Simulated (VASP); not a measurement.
# Li2Ge (Fm-3m) in VASP: single point with PBE

Aim: the single point of Li2Ge with PBE.

Everything below comes from runs of VASP 6.6.1. Logs are shortened: lines on timing, memory, paths and dates and some standing lists are left out, and cuts for length are marked.

### 1 The cell of the first run

The structure is cubic, space group Fm-3m (No. 225). Conventional cell: a = 5.085 Å, b = 5.085 Å, c = 5.085 Å, α = 90.00°, β = 90.00°, γ = 90.00°. Within 2.9 Å of Li (site symmetry -43m) lie 4 Ge at 2.20 Å and 6 Li at 2.54 Å. Within 2.9 Å of Ge (site symmetry m-3m) lie 8 Li at 2.20 Å.

### 2 Single point, PBE

INCAR

```
PREC     = Accurate       # precision mode
ENCUT    = 520            # plane-wave cutoff, eV
EDIFF    = 1E-6           # SCF threshold, eV
ISMEAR   = -1             # smearing method
SIGMA    = 0.1329         # smearing width, eV
LREAL    = F              # projectors in reciprocal space
LASPH    = T              # aspherical terms in the spheres
NELM     = 100            # most SCF steps
ALGO     = Normal         # electronic algorithm
ISIF     = 2              # what is computed and relaxed
LWAVE    = F              # write WAVECAR
LCHARG   = T              # write CHGCAR
GGA      = PE             # functional
LELF     = T              # ELF
LVHAR    = T            
NBANDS   = 17             # bands
```

KPOINTS

```
regular mesh
0
Gamma
  11 11 11
```

POSCAR

```
Li2Ge
1.0
    0.0000000000      2.5424780000      2.5424780000
    2.5424780000      0.0000000000      2.5424780000
    2.5424780000      2.5424780000      0.0000000000
Li Ge
2 1
Direct
    0.2500000000      0.2500000000      0.2500000000
    0.7500000000      0.7500000000      0.7500000000
    0.5000000000      0.5000000000      0.5000000000
```

Potentials or basis: VASP PAW PBE potentials, release 64 (Li_sv, Ge_d).

Started as:

```bash
cat potpaw_PBE.64/Li_sv/POTCAR potpaw_PBE.64/Ge_d/POTCAR > POTCAR
mpirun -np 1 vasp_std > vasp.out
```

OUTCAR:

```text
PREC = Accurate
   ENCUT = 520
   EDIFF = 1E-6
   ISMEAR = -1
   LREAL = F
   LASPH = T
   NELM = 100
   ISIF = 2
   GGA = PE

 ion  position               nearest neighbor table
   1  0.250  0.250  0.250-   3 2.20   3 2.20   3 2.20   3 2.20   2 2.54   2 2.54   2 2.54   2 2.54
                             2 2.54   2 2.54
   2  0.750  0.750  0.750-   3 2.20   3 2.20   3 2.20   3 2.20   1 2.54   1 2.54   1 2.54   1 2.54
                             1 2.54   1 2.54
   3  0.500  0.500  0.500-   1 2.20   1 2.20   1 2.20   1 2.20   2 2.20   2 2.20   2 2.20   2 2.20

  LATTYP: Found a face centered cubic cell.
 ALAT       =     5.0849560000

  Lattice vectors:

 A1 = (   0.0000000000,   2.5424780000,   2.5424780000)
 A2 = (   2.5424780000,   0.0000000000,   2.5424780000)
 A3 = (   2.5424780000,   2.5424780000,   0.0000000000)

Analysis of symmetry for initial positions (statically):
=====================================================================
 Subroutine PRICEL returns:
 Original cell was already a primitive cell.

 Routine SETGRP: Setting up the symmetry group for a
 face centered cubic supercell.

 Subroutine GETGRP returns: Found 48 space group operations
 (whereof 48 operations were pure point group operations)
 out of a pool of 48 trial point group operations.

The static configuration has the point symmetry O_h .

Analysis of symmetry for dynamics (positions and initial velocities):
=====================================================================
 Subroutine PRICEL returns:
 Original cell was already a primitive cell.

 Routine SETGRP: Setting up the symmetry group for a
 face centered cubic supercell.

 Subroutine GETGRP returns: Found 48 space group operations
 (whereof 48 operations were pure point group operations)
 out of a pool of 48 trial point group operations.

The dynamic configuration has the point symmetry O_h .

 Subroutine INISYM returns: Found 48 space group operations
 (whereof 48 operations are pure point group operations),
 and found     1 'primitive' translations

----------------------------------------------------------------------------------------

                                     Primitive cell

  volume of cell :      32.8701

  direct lattice vectors                    reciprocal lattice vectors
     0.000000000  2.542478000  2.542478000    -0.196658535  0.196658535  0.196658535
     2.542478000  0.000000000  2.542478000     0.196658535 -0.196658535  0.196658535
     2.542478000  2.542478000  0.000000000     0.196658535  0.196658535 -0.196658535

  length of vectors
     3.595606870  3.595606870  3.595606870     0.340622575  0.340622575  0.340622575
[... 75 lines left out ...]
   ISTART =      0    job   : 0-new  1-cont  2-samecut
   ICHARG =      2    charge: 1-file 2-atom 10-const
   ISPIN  =      1    spin polarized calculation?
   LNONCOLLINEAR =      F non collinear calculations
   LSORBIT =      F    spin-orbit coupling
   LASPH  =      T    aspherical Exc in radial PAW
   ENCUT  =  520.0 eV  38.22 Ry    6.18 a.u.   6.69  6.69  6.69*2*pi/ulx,y,z
   NELM   =    100;   NELMIN=  2; NELMDL= -5     # of ELM steps
   EDIFF  = 0.1E-05   stopping-criterion for ELM
   LREAL  =      F    real-space projection
   EDIFFG = 0.1E-04   stopping-criterion for IOM
   NSW    =      0    number of steps for IOM
   IBRION =     -1    ionic relax: 0-MD 1-quasi-New 2-CG
   NFREE  =      0    steps in history (QN), initial steepest desc. (CG)
   ISIF   =      2    stress and relaxation
   ISYM   =      2    0-nonsym 1-usesym 2-fastsym
   POTIM  = 0.5000    time-step for ionic-motion
   TEBEG  =    0.0;   TEEND  =   0.0 temperature during run
   PSTRESS=    0.0 pullay stress
   NELECT =      20.0000    total number of electrons
   NUPDOWN=      -1.0000    fix difference up-down
   EMIN   =  10.00;   EMAX   =-10.00  energy-range for DOS
   EFERMI =   0.00;   METHOD = LEGACY
   ISMEAR =    -1;   SIGMA  =   0.13  broadening in eV -4-tet -1-fermi 0-gaus
   EFERMI_NEDOS =   21; number of points for ismear=-14 and -15
   IALGO  =     38    algorithm
   IMIX   =      4    mixing-type and parameters
     AMIX     =   0.40;   BMIX     =  1.00
     AMIX_MAG =   1.60;   BMIX_MAG =  1.00
  volume/ion in A,a.u.               =      10.96        73.94
  Fermi-wavevector in a.u.,A,eV,Ry     =   1.387238  2.621500 26.183448  1.924429
  Thomas-Fermi vector in A             =   2.511478
   LORBIT       =      0    0 simple, 1 ext, 2 COOP (PROOUT), +10 PAW based schemes
   GGA     = PE    functional components
[... 5 lines left out ...]
 non-spin polarized calculation
  energy-cutoff  :      520.00
  volume of cell :       32.87
 maximum number of plane-waves:       905
   NGX = 13   NGY = 13   NGZ = 13

 number of electron      19.9999987 magnetization

 Free energy of the ion-electron system (eV)
  ---------------------------------------------------
  ext. energy  EPLUGINS =         0.00000000
  ---------------------------------------------------
  free energy    TOTEN  =        -6.14625195 eV

  energy without entropy =       -6.07586036  energy(sigma->0) =       -6.11105615

 E-fermi :   5.3154     XC(G=0): -10.6720

 val. band max:        5.2610325726   @ k =   0.2727   0.2727   0.0000
 cond. band min:       5.3351581068   @ k =  -0.1818   0.1818   0.0000
 fundamental gap:      0.0741255342
 Fermi energy:         5.3153668682

 k-point     1 :       0.0000    0.0000    0.0000
  band No.  band energies     occupation
      1     -39.7263      2.00000
      2     -39.5635      2.00000
      3     -18.5625      2.00000
      4     -18.5625      2.00000
      5     -18.5625      2.00000
      6     -18.5095      2.00000
[... 457 lines left out ...]
      4     -18.5513      2.00000
      5     -18.5491      2.00000
      6     -18.5111      2.00000
[... 9 lines left out ...]
     16      15.3962      0.00000
     17      19.9688      0.00000

 [... further k-points ...]
[... 5 lines left out ...]
  --------------------------------------------------------------------------------------
  -------------------------------------------------------------------------------------
  Total        9.0241774      9.0241774      9.0241774     -0.0000000     -0.0000000      0.0000000
  in kB      439.8621557    439.8621557    439.8621557     -0.0000000     -0.0000000      0.0000000
  external PRESSURE =     439.8621557 kB  Pullay stress =       0.0000000 kB

 VOLUME and BASIS-vectors are now :
 -----------------------------------------------------------------------------
  energy-cutoff  :      520.00
  volume of cell :       32.87
      direct lattice vectors                 reciprocal lattice vectors
     0.000000000  2.542478000  2.542478000    -0.196658535  0.196658535  0.196658535
     2.542478000  0.000000000  2.542478000     0.196658535 -0.196658535  0.196658535
     2.542478000  2.542478000  0.000000000     0.196658535  0.196658535 -0.196658535

 POSITION                                       TOTAL-FORCE (eV/Angst)
 -----------------------------------------------------------------------------------
      1.27124      1.27124      1.27124         0.000000      0.000000      0.000000
      3.81372      3.81372      3.81372        -0.000000     -0.000000     -0.000000
      2.54248      2.54248      2.54248        -0.000000     -0.000000      0.000000
 -----------------------------------------------------------------------------------
    total drift:                                0.000000      0.000000      0.000000

  FREE ENERGIE OF THE ION-ELECTRON SYSTEM (eV)
  ---------------------------------------------------
  free  energy   TOTEN  =        -6.1462519490 eV

  energy  without entropy=       -6.0758603603  energy(sigma->0) =       -6.11105615
```

stdout:

```text
POSCAR found type information on POSCAR LiGe
 POSCAR found :  2 types and       3 ions
 scaLAPACK will be used
 LDA part: xc-table for (Slater+PW92), standard interpolation
 POSCAR, INCAR and KPOINTS ok, starting setup
 FFT: planning ... GRIDC
 FFT: planning ... GRID_SOFT
 FFT: planning ... GRID
 WAVECAR not read
 entering main loop
```

Wall time 60 s (1 thread of AMD EPYC, shared host); peak memory 0.14 GiB.

What came out:

| Quantity | Value |
| --- | --- |
| Free energy | -6.1463 eV |
| Band gap on the k mesh | zero (band 10 reaches 8.50 eV, above the bottom of band 11 at 3.83 eV) |

Caveat: the cutoff is under 1.25 times the usual one of these potentials, so pressure, stress and relaxed cells hold a basis-set (Pulay) error.
